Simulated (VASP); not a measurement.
Write the native input for VASP 6.6.1 that does the following.

- Task: single point
- Functional: PBE
- Potentials or basis: VASP PAW PBE potentials, release 64 (Li_sv, Bi_d, Se)
- Cutoff: 520 eV
- k mesh: 4 × 4 × 4
- Occupations: gaussian, width 0.01 eV
- Spin: no spin polarisation
- Dipole correction: no
- Further INCAR settings: ALGO = Normal; EDIFF = 1e-06; NBANDS = 23

The structure of LiBiSe2 lies in POSCAR:

```
LiBiSe2
1.0
    2.0599089268      1.1892889734      6.6134011414
   -2.0599089268      1.1892889734      6.6134011414
    0.0000000000     -2.3785779468      6.6134011414
Li Bi Se
1 1 2
Direct
    1.0000000000      0.0000000000      0.0000000000
    0.5000000000      0.5000000000      0.5000000000
    0.2543314314      0.2543314314      0.2543314314
    0.7456685686      0.7456685686      0.7456685686
```

The input as run:

INCAR

```
  PREC = Accurate
  ENCUT = 520
  EDIFF = 1E-6
  ISMEAR = 0
  SIGMA = 0.01
  LREAL = F
  LASPH = T
  NELM = 100
  ALGO = Normal
  ISIF = 2
  LWAVE = F
  LCHARG = F
  GGA = PE
  NBANDS = 23
```

KPOINTS

```
Automatic mesh
0
Gamma
  4 4 4
```

Potentials or basis: VASP PAW PBE potentials, release 64 (Li_sv, Bi_d, Se).

Command:

```sh
$ cat potpaw_PBE.64/Li_sv/POTCAR potpaw_PBE.64/Bi_d/POTCAR potpaw_PBE.64/Se/POTCAR > POTCAR
$ mpirun -np 1 vasp_std > vasp.out
```

Results of the run:

```json
{"Largest force": "0.189 eV/Å", "Band gap on the k mesh": "1.05 eV, direct"}
```

Caveat: the k points lie up to 0.45 Å⁻¹ apart; spin-orbit coupling is left out, which moves the levels of the heavy elements.

Wall time 2.9 min on 1 thread of AMD EPYC 7R13, with other jobs on the host, peak memory 0.36 GiB.
